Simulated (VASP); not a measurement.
Runs of VASP 6.6.1 on BP. The structure is that of space group F-43m (No. 216), or close to it. The cells are those of the table. 

```csv
cell,gap on the mesh (eV),pressure (GPa)
"a = 3.257, b = 3.257, c = 3.305 Å, angles 59.5, 59.5, 61.0°, 2 atoms",0.91,-7.8
"a = 3.225, b = 3.225, c = 3.241 Å, angles 59.8, 59.8, 60.3°, 2 atoms",(b),-2.3
"a = 3.161, b = 3.161, c = 3.113 Å, angles 60.5, 60.5, 59.0°, 2 atoms",(a),12.2
"a = 3.193, b = 3.193, c = 3.177 Å, angles 60.2, 60.2, 59.7°, 2 atoms",1.17,4.4
"a = 3.209 Å, angles 60.0°, 2 atoms",1.27,0.9
```

Alike in all rows: task single point; level PBE; potentials or basis VASP PAW PBE potentials, release 64 (B, P); no spin polarisation; k mesh 8 × 8 × 8; cutoff (eV) 500; smearing gaussian 0.05 eV.

Problem. Fill in the values left out.

Solution. (a) 0.96; (b) 1.15.

A k mesh can miss the band edges.
